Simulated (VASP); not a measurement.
Write the native input for VASP 6.6.1 that does the following.

* Task: single point
* Functional: PBE
* Potentials or basis: VASP PAW PBE potentials, release 64 (Pb_d, F)
* Cutoff: 520 eV
* k mesh: 8 × 8 × 8
* Occupations: gaussian, width 0.05 eV
* Spin: no spin polarisation
* Dipole correction: no
* Further INCAR settings: ALGO = Normal; EDIFF = 1e-07; NBANDS = 21

The structure of PbF2 lies in POSCAR:

```
PbF2
1.0
    0.0222738750      2.9698500000      2.9698500000
    2.9921238750      0.0000000000      2.9921238750
    2.9698500000      2.9698500000      0.0222738750
Pb F
1 2
Direct
    0.0000000000      0.0000000000      0.0000000000
    0.2500000000      0.2500000000      0.2500000000
    0.7500000000      0.7500000000      0.7500000000
```

This cell differs from its parent crystal: strain +0.0150 x Voigt [0, 0, 0, 0, 1, 0].

These files were run (other wordings do the same):

INCAR

```
SYSTEM = PbF2
PREC = Accurate ; ENCUT = 520
EDIFF = 1E-7 ; ISMEAR = 0
SIGMA = 0.05 ; LREAL = .False.
LASPH = .True. ; NELM = 80
ALGO = Normal ; ISIF = 2
LWAVE = .False. ; LCHARG = .True.
GGA = PE ; LELF = .True.
LVHAR = .True. ; NBANDS = 21
```

KPOINTS

```
Automatic mesh
0
Gamma
  8 8 8
  0 0 0
```

Potentials or basis: VASP PAW PBE potentials, release 64 (Pb_d, F).

Command:

```console
$ cat potpaw_PBE.64/Pb_d/POTCAR potpaw_PBE.64/F/POTCAR > POTCAR
$ mpirun -np 1 vasp_std > vasp.out
```

Results of the run:

| Quantity | Value |
| --- | --- |
| Pressure | 2.0 GPa |
| Largest force | 0.043 eV/Å |
| Band gap on the k mesh | 4.42 eV, indirect (least direct gap 4.56 eV) |

Caveat: the cell differs from its parent crystal (strain +0.0150 x Voigt [0, 0, 0, 0, 1, 0]); spin-orbit coupling is left out, which moves the levels of the heavy elements.

It took 43 s on 1 thread of AMD EPYC 9R45 96-Core Processor (Zen 5), with other jobs on the host, peak memory 0.21 GiB.
